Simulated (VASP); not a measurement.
Write the native input for VASP 6.6.1 that does the following.

* Task: single point
* Functional: PBE
* Potentials or basis: VASP PAW PBE potentials, release 64 (Cu, Pt)
* Cutoff: 520 eV
* k mesh: 6 × 6 × 6
* Occupations: gaussian, width 0.1 eV
* Spin: no spin polarisation
* Dipole correction: no
* Further INCAR settings: ALGO = Normal; EDIFF = 1e-06; NBANDS = 22

The structure of CuPt2 lies in POSCAR:

```
CuPt2
1.0
    0.0000000000      2.7652000506      2.7652000506
    2.7652000506      0.0000000000      2.7652000506
    2.7652000506      2.7652000506      0.0000000000
Cu Pt
1 2
Direct
    0.0000000000      0.0000000000      0.0000000000
    0.2500000000      0.2500000000      0.2500000000
    0.7500000000      0.7500000000      0.7500000000
```

One way to write it, as run:

INCAR

```
SYSTEM = CuPt2
  PREC = Accurate
  ENCUT = 520
  EDIFF = 1E-6
  ISMEAR = 0
  SIGMA = 0.1
  LREAL = .False.
  LASPH = .True.
  NELM = 100
  ALGO = Normal
  ISIF = 2
  LWAVE = .False.
  LCHARG = .False.
  GGA = PE
  NBANDS = 22
```

KPOINTS

```
regular mesh
0
Gamma
  6 6 6
  0 0 0
```

Potentials or basis: VASP PAW PBE potentials, release 64 (Cu, Pt).

The run is started by

```console
$ cat potpaw_PBE.64/Cu/POTCAR potpaw_PBE.64/Pt/POTCAR > POTCAR
$ mpirun -np 1 vasp_std > vasp.out
```

It gave:

```yaml
Pressure: 34.9 GPa
```

Run time: 21 s on 1 thread of AMD EPYC 7R13 Processor (Zen 3), with other jobs on the host, peak memory 0.14 GiB.
